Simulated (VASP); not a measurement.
# Al15GaN16 (a cell with a defect) (Ga_Al) in VASP: further runs

Al15GaN16 (a cell with a defect) (Ga_Al) is run at these levels: PBE, r2SCAN; tasks: single point.

Program: VASP 6.6.1. These are calculated values, not measurements. Logs are shortened: lines on timing, memory, paths and dates and some standing lists are left out, and cuts for length are marked.

**1. The cell of the first run**

The cell holds a defect, 32 atoms: a = 6.260 Å, b = 6.260 Å, c = 10.035 Å, α = 90.00°, β = 90.00°, γ = 120.00°.

**2. Single point, PBE**

The input, INCAR:

```
PREC     = Accurate       # precision mode
ENCUT    = 520            # plane-wave cutoff, eV
EDIFF    = 1E-7           # SCF threshold, eV
ISMEAR   = 0              # smearing method
SIGMA    = 0.01           # smearing width, eV
LREAL    = Auto         
LASPH    = T              # aspherical terms in the spheres
NELM     = 60             # most SCF steps
ALGO     = Normal         # electronic algorithm
ISIF     = 2              # what is computed and relaxed
LWAVE    = F              # write WAVECAR
LCHARG   = T              # write CHGCAR
GGA      = PE             # functional
LELF     = T              # ELF
LVHAR    = T            
NBANDS   = 91             # bands
```

The input, KPOINTS:

```
Automatic mesh
0
Gamma
  1 1 1
  0.25 0.25 0.25
```

The input, POSCAR:

```
Al15GaN16
1.0
    6.2595139092      0.0000000618      0.0000000000
   -3.1297570081      5.4208980298      0.0000000000
    0.0000000000      0.0000000000     10.0348065900
Al Ga N
15 1 16
Direct
    0.3347338398      0.1672689879      0.2485687302
    0.3349345994      0.1672524567      0.7507160543
    0.1674125699      0.3348039468      0.9995708558
    0.3353054370      0.6683613951      0.2484337840
    0.1676456899      0.8352245220      0.4999024253
    0.3350759694      0.6688336626      0.7508429435
    0.1671292516      0.8346150846      0.9997802952
    0.8336150360      0.1667212816      0.2483792899
    0.6667827233      0.3343463237      0.4998087816
    0.8334531910      0.1672759320      0.7508365975
    0.6676216864      0.3350576733      0.9997515420
    0.8347026929      0.6673737780      0.2496200084
    0.6681996238      0.8340522807      0.5001184388
    0.8345118888      0.6674721407      0.7497185508
    0.6676844937      0.8344200222      0.9996206546
    0.1662724683      0.3358608407      0.4993696884
    0.3359245066      0.1660419577      0.4377927722
    0.1688635058      0.3331085101      0.1895525809
    0.3332421780      0.1689462028      0.9401865107
    0.1689196517      0.3334759954      0.6950985669
    0.3386238001      0.6780732889      0.4378324777
    0.1685856823      0.8328002466      0.1890927596
    0.3332158174      0.6696598205      0.9403161783
    0.1690268268      0.8332079260      0.6896743587
    0.8243046197      0.1637833535      0.4377899113
    0.6692138450      0.3335270583      0.1890465994
    0.8324205240      0.1687787812      0.9402386042
    0.6688176245      0.3329408315      0.6895828598
    0.8333791463      0.6686348531      0.4397122798
    0.6694882092      0.8325514177      0.1888554361
    0.8330341217      0.6689708534      0.9392620693
    0.6690555433      0.8332723805      0.6899463514
```

Potentials or basis: VASP PAW PBE potentials, release 64 (Al, Ga_d, N).

Run with:

```console
cat potpaw_PBE.64/Al/POTCAR potpaw_PBE.64/Ga_d/POTCAR potpaw_PBE.64/N/POTCAR > POTCAR
mpirun -np 1 vasp_std > vasp.out
```

OUTCAR:

```text
PREC = Accurate
   ENCUT = 520
   EDIFF = 1E-7
   ISMEAR = 0
   LREAL = Auto
   LASPH = T
   NELM = 60
   ISIF = 2
   GGA = PE

 ion  position               nearest neighbor table
   1  0.335  0.167  0.249-  18 1.89  17 1.90  22 1.91  26 1.91   7 3.08  11 3.08   3 3.09   9 3.10
                             5 3.10  16 3.11   8 3.12   4 3.12  12 3.13  12 3.13   4 3.13   8 3.14
   2  0.335  0.167  0.751-  20 1.89  19 1.90  28 1.91  24 1.91  11 3.08   7 3.08   3 3.09   5 3.09
                             9 3.09  16 3.12   6 3.12  10 3.12  14 3.13  14 3.13  10 3.14   6 3.14
   3  0.167  0.335  1.000-  19 1.89  18 1.91  23 1.91  27 1.91   4 3.08  10 3.08   8 3.08   6 3.08
                             2 3.09   1 3.09  11 3.13  15 3.13   7 3.13   7 3.13  15 3.13  11 3.13
   4  0.335  0.668  0.248-  22 1.89  21 1.90  30 1.91  18 1.91  15 3.08   3 3.08   7 3.08  16 3.10
                            13 3.10   5 3.11   8 3.12   1 3.12  12 3.13  12 3.13   1 3.13   8 3.14
   5  0.168  0.835  0.500-  21 1.89  17 1.90  24 1.90  29 1.91  14 3.09  12 3.09   2 3.09   1 3.10
                             6 3.10   4 3.11  16 3.12  13 3.12   9 3.12   9 3.14  13 3.14  16 3.14
   6  0.335  0.669  0.751-  24 1.89  23 1.90  20 1.90  32 1.91  15 3.08   3 3.08   7 3.08  13 3.10
                             5 3.10  16 3.10  10 3.12   2 3.12  14 3.13  14 3.13   2 3.14  10 3.14
   7  0.167  0.835  1.000-  23 1.89  22 1.90  19 1.91  31 1.91   1 3.08   2 3.08   4 3.08   6 3.08
                            12 3.09  14 3.09  15 3.13  11 3.13   3 3.13   3 3.13  11 3.13  15 3.13
   8  0.834  0.167  0.248-  26 1.89  25 1.90  30 1.91  18 1.91  15 3.08   3 3.08  11 3.08  16 3.10
                            13 3.10   9 3.11   4 3.12   1 3.12  12 3.13  12 3.13   1 3.14   4 3.14
   9  0.667  0.334  0.500-  25 1.88  17 1.90  28 1.90  29 1.91  14 3.09  12 3.09   2 3.09   1 3.10
[... 17 lines left out ...]
  19  0.333  0.169  0.940-   3 1.89   2 1.90   7 1.91  11 1.91
  20  0.169  0.333  0.695-   2 1.89   6 1.90  10 1.90  16 1.96
  21  0.339  0.678  0.438-   5 1.89  13 1.89   4 1.90  16 1.96
  22  0.169  0.833  0.189-   4 1.89   7 1.90   1 1.91  12 1.91
[... 8 lines left out ...]
  31  0.833  0.669  0.939-  15 1.89  14 1.90  11 1.91   7 1.91
  32  0.669  0.833  0.690-  14 1.89  13 1.90   6 1.91  10 1.91

  LATTYP: Found a hexagonal cell.
 ALAT       =     6.2595139092
 C/A-ratio  =     1.6031287310

  Lattice vectors:

 A1 = (   6.2595139092,   0.0000000618,   0.0000000000)
 A2 = (  -3.1297570081,   5.4208980298,   0.0000000000)
 A3 = (   0.0000000000,   0.0000000000,  10.0348065900)

Analysis of symmetry for initial positions (statically):
=====================================================================
 Subroutine PRICEL returns:
 Original cell was already a primitive cell.

 Routine SETGRP: Setting up the symmetry group for a
 hexagonal supercell.

 Subroutine GETGRP returns: Found  1 space group operations
 (whereof  1 operations were pure point group operations)
 out of a pool of 24 trial point group operations.

The static configuration has the point symmetry C_1 .

Analysis of symmetry for dynamics (positions and initial velocities):
=====================================================================
 Subroutine PRICEL returns:
 Original cell was already a primitive cell.

 Routine SETGRP: Setting up the symmetry group for a
 hexagonal supercell.

 Subroutine GETGRP returns: Found  1 space group operations
 (whereof  1 operations were pure point group operations)
 out of a pool of 24 trial point group operations.

The dynamic configuration has the point symmetry C_1 .

 Subroutine INISYM returns: Found  1 space group operations
 (whereof  1 operations are pure point group operations),
 and found     1 'primitive' translations

----------------------------------------------------------------------------------------

                                     Primitive cell

  volume of cell :     340.5029

  direct lattice vectors                    reciprocal lattice vectors
[... 43 lines left out ...]
   PSTRESS=    0.0 pullay stress
   NELECT =     138.0000    total number of electrons
   NUPDOWN=      -1.0000    fix difference up-down
   EMIN   =  10.00;   EMAX   =-10.00  energy-range for DOS
   EFERMI =   0.00;   METHOD = LEGACY
   ISMEAR =     0;   SIGMA  =   0.01  broadening in eV -4-tet -1-fermi 0-gaus
   EFERMI_NEDOS =   21; number of points for ismear=-14 and -15
   IALGO  =     38    algorithm
   IMIX   =      4    mixing-type and parameters
     AMIX     =   0.40;   BMIX     =  1.00
     AMIX_MAG =   1.60;   BMIX_MAG =  1.00
  volume/ion in A,a.u.               =      10.64        71.81
  Fermi-wavevector in a.u.,A,eV,Ry     =   1.211512  2.289425 19.970092  1.467760
  Thomas-Fermi vector in A             =   2.347025
   LORBIT       =      0    0 simple, 1 ext, 2 COOP (PROOUT), +10 PAW based schemes
   GGA     = PE    functional components
   LHFCALC =     F    Hartree Fock is set to
   AEXX    =    0.0000 exact exchange contribution
   IVDW    =     0    specifies the selected vdW correction
   LEPSILON=     F    determine dielectric tensor
   LRPA    =     F    only Hartree local field effects (RPA)
 non-spin polarized calculation
 Gauss-broadening in eV      SIGMA  =   0.01
  energy-cutoff  :      520.00
  volume of cell :      340.50
 maximum number of plane-waves:      9148
 NGX is ok and might be reduce to    48
   NGX = 23   NGY = 23   NGZ = 37

 number of electron     138.0000001 magnetization

 Free energy of the ion-electron system (eV)
  ---------------------------------------------------
  ext. energy  EPLUGINS =         0.00000000
  ---------------------------------------------------
  free energy    TOTEN  =      -238.58646734 eV

  energy without entropy =     -238.58646734  energy(sigma->0) =     -238.58646734

 E-fermi :   5.6656     XC(G=0): -10.9204

 val. band max:        5.5587559169   @ k =  -0.2500  -0.2500   0.2500
 cond. band min:      11.2992610302   @ k =   0.2500   0.5000   0.2500
 fundamental gap:      5.7405051133
 Fermi energy:         5.6656131468

 k-point     1 :       0.2500    0.2500    0.2500
  band No.  band energies     occupation
      1      -8.6518      2.00000
      2      -8.2820      2.00000
      3      -8.1101      2.00000
      4      -8.0392      2.00000
      5      -7.8488      2.00000
      6      -7.7520      2.00000
[... 493 lines left out ...]
     80      12.9312      0.00000
     81      12.9983      0.00000
 [bands above 81 left out]

------------------------ aborting loop because EDIFF is reached ----------------------------------------

  FORCE on cell =-STRESS in cart. coord.  units (eV):
  Direction    XX          YY          ZZ          XY          YZ          ZX
  --------------------------------------------------------------------------------------
  -------------------------------------------------------------------------------------
  Total       -1.2356777     -3.1807027      8.4063052     -1.6835016     -0.0298627      0.0563902
  in kB       -5.8142666    -14.9662435     39.5544071     -7.9214240     -0.1405138      0.2653344
  external PRESSURE =       6.2579656 kB  Pullay stress =       0.0000000 kB

 VOLUME and BASIS-vectors are now :
 -----------------------------------------------------------------------------
  energy-cutoff  :      520.00
  volume of cell :      340.50
      direct lattice vectors                 reciprocal lattice vectors
     6.259513909  0.000000062  0.000000000     0.159756813  0.092235641  0.000000000
    -3.129757008  5.420898030  0.000000000    -0.000000002  0.184471279  0.000000000
     0.000000000  0.000000000 10.034806590     0.000000000  0.000000000  0.099653141

 POSITION                                       TOTAL-FORCE (eV/Angst)
 -----------------------------------------------------------------------------------
      1.57176      0.90675      2.49434         0.118498     -0.067045     -0.006781
      1.57307      0.90666      7.53329         0.121490     -0.077160      0.001226
      0.00007      1.81494     10.03050        -0.108415      0.054805      0.004964
      0.00704      3.62312      2.49298         0.106127     -0.058915      0.012460
     -1.56467      4.52767      5.01642        -0.095696      0.054175     -0.010192
      0.00413      3.62568      7.53456         0.115395     -0.066212      0.007673
[... 24 lines left out ...]
      3.12067      3.62642      9.42531         0.174120     -0.092563     -0.001757
      1.58002      4.51708      6.92348        -0.168180      0.093975     -0.016589
 -----------------------------------------------------------------------------------
    total drift:                                0.006727      0.014976      0.030266

  FREE ENERGIE OF THE ION-ELECTRON SYSTEM (eV)
  ---------------------------------------------------
  free  energy   TOTEN  =      -238.5864673433 eV

  energy  without entropy=     -238.5864673433  energy(sigma->0) =     -238.58646734
```

Wall time 4.4 min (1 thread of Intel Xeon 6975P-C (Granite Rapids), shared host); peak memory 0.48 GiB.

What came out:

* Free energy: -238.5865 eV
* Pressure: 0.6 GPa
* Largest force: 0.243 eV/Å
* Band gap on the k mesh: 5.74 eV

Forces on the atoms (eV/Å):
```
Al   0.118 -0.067 -0.007
Al   0.121 -0.077  0.001
Al  -0.108  0.055  0.005
Al   0.106 -0.059  0.012
Al  -0.096  0.054 -0.010
Al   0.115 -0.066  0.008
Al  -0.113  0.063  0.006
Al   0.107 -0.058  0.015
Al  -0.099  0.062 -0.003
Al   0.121 -0.074  0.002
Al  -0.114  0.056  0.009
Al   0.116 -0.066  0.004
Al  -0.117  0.072  0.021
Al   0.116 -0.062  0.004
Al  -0.111  0.062  0.005
Ga  -0.020  0.023  0.019
N    0.211 -0.120  0.021
N   -0.175  0.104 -0.004
N    0.169 -0.099  0.001
N   -0.186  0.098 -0.005
N    0.052 -0.136 -0.028
N   -0.182  0.101 -0.013
N    0.175 -0.092 -0.016
N   -0.169  0.111  0.003
N    0.136 -0.002 -0.028
N   -0.174  0.101 -0.006
N    0.170 -0.091 -0.001
N   -0.180  0.103  0.010
N    0.172 -0.096 -0.003
N   -0.170  0.098 -0.006
N    0.174 -0.093 -0.002
N   -0.168  0.094 -0.017
```

Stress tensor (GPa, compression positive):
```
-0.58 -0.79  0.03
-0.79 -1.50 -0.01
 0.03 -0.01  3.96
```

Levels at points of the mesh, in eV from the valence-band top:
```
           k point  band 67  band 68  band 69  band 70  band 71  band 72
(0.25, 0.25, 0.25)    -0.35    -0.25     0.00     5.79     6.18     6.42
```

Caveat: the k points lie up to 1.16 Å⁻¹ apart.

**3. Single point, r2SCAN**

Edit POSCAR of step 2 so:

```diff
@@ -2,5 +2,5 @@
 1.0
-    6.2595139092      0.0000000618      0.0000000000
-   -3.1297570081      5.4208980298      0.0000000000
-    0.0000000000      0.0000000000     10.0348065900
+    6.2595139128      0.0000000578      0.0000000000
+   -3.1297570064      5.4208980350      0.0000000000
+    0.0000000000      0.0000000000     10.0348065929
 Al Ga N
```

The input, INCAR.step1:

```
PREC = Accurate ; ENCUT = 520
ISMEAR = -1 ; SIGMA = 0.01
LREAL = Auto ; LASPH = T
NELM = 60 ; NBANDS = 91
GGA = PE ; ALGO = Normal
EDIFF = 1E-4 ; LWAVE = T
LCHARG = F
```

The input, INCAR.step2:

```
PREC = Accurate ; ENCUT = 520
EDIFF = 1E-7 ; ISMEAR = -1
SIGMA = 0.01 ; LREAL = Auto
LASPH = T ; NELM = 60
ALGO = Normal ; ISIF = 2
LWAVE = F ; LCHARG = T
METAGGA = R2SCAN ; LMIXTAU = T
LELF = T ; LVHAR = T
NBANDS = 91 ; ISTART = 1
```

KPOINTS is that of step 2.

Potentials or basis: VASP PAW PBE potentials, release 64 (Al, Ga_d, N).

Run with:

```console
cat potpaw_PBE.64/Al/POTCAR potpaw_PBE.64/Ga_d/POTCAR potpaw_PBE.64/N/POTCAR > POTCAR
cp INCAR.step1 INCAR
mpirun -np 1 vasp_std > vasp.out
cp INCAR.step2 INCAR
mpirun -np 1 vasp_std > vasp.out
```

Run time: 12 min. Hardware: 1 thread of Intel Xeon 6975P-C (Granite Rapids), shared host; peak memory 0.54 GiB.

The run converged. Its results:

```
Free energy            : -313.2724 eV
Pressure               : -4.2 GPa
Largest force          : 0.243 eV/Å
Band gap on the k mesh : 6.37 eV
```

Forces on the atoms (eV/Å):
```
Al   0.118 -0.067  0.014
Al   0.113 -0.072  0.005
Al  -0.107  0.054  0.008
Al   0.106 -0.056  0.033
Al  -0.087  0.058 -0.013
Al   0.115 -0.076  0.012
Al  -0.109  0.062  0.012
Al   0.105 -0.058  0.036
Al  -0.097  0.053 -0.005
Al   0.129 -0.070  0.007
Al  -0.112  0.052  0.015
Al   0.115 -0.065  0.005
Al  -0.127  0.078  0.015
Al   0.114 -0.061  0.007
Al  -0.111  0.062  0.013
Ga  -0.026  0.028  0.010
N    0.211 -0.119  0.026
N   -0.180  0.108 -0.006
N    0.176 -0.103 -0.007
N   -0.193  0.102 -0.028
N    0.053 -0.163 -0.022
N   -0.187  0.106 -0.024
N    0.182 -0.096 -0.024
N   -0.174  0.116  0.000
N    0.159  0.010 -0.021
N   -0.180  0.102 -0.016
N    0.176 -0.095 -0.009
N   -0.186  0.106  0.007
N    0.178 -0.099 -0.006
N   -0.179  0.104 -0.015
N    0.181 -0.096 -0.008
N   -0.174  0.097 -0.021
```

Stress tensor (GPa, compression positive):
```
-5.44 -0.77  0.02
-0.77 -6.34 -0.01
 0.02 -0.01 -0.74
```

Levels at points of the mesh, in eV from the valence-band top:
```csv
k point,band 67,band 68,band 69,band 70,band 71,band 72
"(0.25, 0.25, 0.25)",-0.34,-0.24,0.00,6.43,6.86,7.11
```

Caveat: the k points lie up to 1.16 Å⁻¹ apart; the PAW data sets were made with another functional, which shifts forces and pressure a little.

**4. Single point, PBE**

The input, INCAR:

```
PREC     = Accurate       # precision mode
ENCUT    = 910            # plane-wave cutoff, eV
EDIFF    = 1E-6           # SCF threshold, eV
ISMEAR   = 0              # smearing method
SIGMA    = 0.01           # smearing width, eV
LREAL    = Auto         
LASPH    = T              # aspherical terms in the spheres
NELM     = 120            # most SCF steps
ALGO     = Normal         # electronic algorithm
ISIF     = 2              # what is computed and relaxed
LWAVE    = F              # write WAVECAR
LCHARG   = T              # write CHGCAR
GGA      = PE             # functional
LELF     = T              # ELF
LVHAR    = T            
NBANDS   = 91             # bands
GGA_COMPAT= F
```

KPOINTS is that of step 3.

Edit POSCAR of step 3 so:

```diff
@@ -2,5 +2,5 @@
 1.0
-    6.2595139128      0.0000000578      0.0000000000
-   -3.1297570064      5.4208980350      0.0000000000
-    0.0000000000      0.0000000000     10.0348065929
+    6.2595139092      0.0000000618      0.0000000000
+   -3.1297570081      5.4208980298      0.0000000000
+    0.0000000000      0.0000000000     10.0348065900
 Al Ga N
```

Potentials or basis: VASP PAW PBE potentials, release 64 (Al, Ga_d, N_h).

Run with:

```console
cat potpaw_PBE.64/Al/POTCAR potpaw_PBE.64/Ga_d/POTCAR potpaw_PBE.64/N_h/POTCAR > POTCAR
mpirun -np 1 vasp_std > vasp.out
```

It took 8 min on 1 thread of Intel Xeon 6975P-C (Granite Rapids), shared host; peak memory 0.92 GiB.

It converged, with:

* Free energy: -238.7061 eV
* Pressure: 0.5 GPa
* Largest force: 0.242 eV/Å
* Band gap on the k mesh: 5.74 eV

Forces in eV/Å, atoms in the order of the input:
```
Al   0.118 -0.065 -0.011
Al   0.124 -0.076  0.003
Al  -0.108  0.056  0.003
Al   0.107 -0.061  0.009
Al  -0.096  0.057 -0.011
Al   0.116 -0.064  0.009
Al  -0.113  0.063  0.004
Al   0.108 -0.057  0.010
Al  -0.099  0.062 -0.003
Al   0.123 -0.076  0.006
Al  -0.113  0.059  0.007
Al   0.116 -0.065  0.003
Al  -0.117  0.073  0.020
Al   0.116 -0.061  0.002
Al  -0.110  0.062  0.004
Ga  -0.022  0.020  0.021
N    0.211 -0.116  0.022
N   -0.177  0.103 -0.001
N    0.170 -0.103  0.000
N   -0.184  0.100 -0.006
N    0.051 -0.137 -0.031
N   -0.181  0.101 -0.009
N    0.176 -0.095 -0.016
N   -0.174  0.110  0.004
N    0.137  0.001 -0.027
N   -0.175  0.100 -0.002
N    0.173 -0.094 -0.002
N   -0.182  0.103  0.012
N    0.174 -0.097  0.000
N   -0.170  0.098 -0.003
N    0.174 -0.093  0.001
N   -0.173  0.092 -0.015
```

Stress tensor (GPa, compression positive):
```
-0.74 -0.79  0.02
-0.79 -1.64 -0.02
 0.02 -0.02  3.78
```

Levels at points of the mesh, in eV from the valence-band top:
```tsv
k point	band 67	band 68	band 69	band 70	band 71	band 72
(0.25, 0.25, 0.25)	-0.35	-0.25	0.00	5.79	6.18	6.42
```

Caveat: the k points lie up to 1.16 Å⁻¹ apart; the cutoff is under 1.25 times the usual one of these potentials, so pressure, stress and relaxed cells hold a basis-set (Pulay) error.

**5. The runs side by side**

```tsv
level	potentials or basis	cutoff (eV)	smearing	second run	gap on the mesh (eV)	pressure (GPa)	largest force (eV/Å)
PBE	VASP PAW PBE potentials, release 64 (Al, Ga_d, N)	520	gaussian 0.01 eV	-	5.74	0.6	0.24
r2SCAN	VASP PAW PBE potentials, release 64 (Al, Ga_d, N)	520	fermi-dirac 0.01 eV	-	6.37	-4.2	0.24
PBE	VASP PAW PBE potentials, release 64 (Al, Ga_d, N_h)	910	gaussian 0.01 eV	hard_potentials	5.74	0.5	0.24
```

Alike in all rows: task single point; no spin polarisation; cell a = 6.260, b = 6.260, c = 10.035 Å, angles 90.0, 90.0, 120.0°, 32 atoms; k mesh 1 × 1 × 1, shifted.

Caveats: all runs use coarse meshes; the PAW data sets were made with another functional, which shifts forces and pressure a little (some runs); the cutoff is under 1.25 times the usual one of these potentials, so pressure, stress and relaxed cells hold a basis-set (Pulay) error (some runs).

Total energies depend on the potentials used, so only differences within one code and one set of settings carry meaning.
